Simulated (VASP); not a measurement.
**BAs: single point with PBE**

Crystal: BAs.

```
CELL_PARAMETERS angstrom
2.12755 0.00000 0.00000
0.00000 3.17406 0.00000
0.00000 0.00000 4.95098
ATOMIC_POSITIONS crystal
B 0.00000 0.50000 0.00000
As 0.50000 0.50000 0.50000
```

```json
{
  "Program": "VASP 6.6.1",
  "Task": "single point",
  "Functional": "PBE",
  "Potentials or basis": "VASP PAW PBE potentials, release 64 (B, As)",
  "Cutoff": "520 eV",
  "k mesh": "12 × 8 × 6",
  "Occupations": "gaussian, width 0.014 eV",
  "Spin": "no spin polarisation"
}
```

```yaml
Pressure: 6.0 GPa
Band_gap_on_the_k_mesh: zero (bands 4 and 5 overlap by 4.04 eV)
```

Stress tensor (GPa, compression positive):
```
30.44  0.00  0.00
 0.00 -6.14  0.00
 0.00  0.00 -6.27
```

Levels at points of the mesh, in eV from the Fermi level:
| k point | band 2 | band 3 | band 4 | band 5 | band 6 | band 7 |
| --- | --- | --- | --- | --- | --- | --- |
| (0.00, 0.00, 0.00) | -7.75 | -6.57 | -0.86 | 2.64 | 5.20 | 5.48 |
| (0.50, 0.00, 0.00) | -7.03 | -2.17 | -0.59 | 1.37 | 1.45 | 5.56 |
| (0.00, 0.50, 0.00) | -6.51 | -6.46 | -5.57 | -1.54 | 3.68 | 5.99 |
| (0.50, 0.50, 0.00) | -5.69 | -1.38 | 0.50 | 0.71 | 2.01 | 2.13 |
| (0.00, 0.00, 0.50) | -9.90 | -0.96 | -0.47 | -0.43 | 1.69 | 5.67 |
| (0.50, 0.00, 0.50) | -6.55 | -3.92 | -1.94 | 4.00 | 4.37 | 5.65 |
| (0.00, 0.50, 0.50) | -8.63 | -6.11 | -2.99 | 0.06 | 0.33 | 7.86 |
| (0.50, 0.50, 0.50) | -5.07 | -3.20 | -0.57 | 0.62 | 2.49 | 4.47 |

Wall time 33 s on 1 thread of Intel Xeon 8259CL, on a shared host, peak memory 0.18 GiB.

Caveat: the stress differs along the axes, from -6 to 30 GPa; this functional lacks dispersion, which binds layers or chains, so the pressure and a relaxed spacing across them are unreliable.
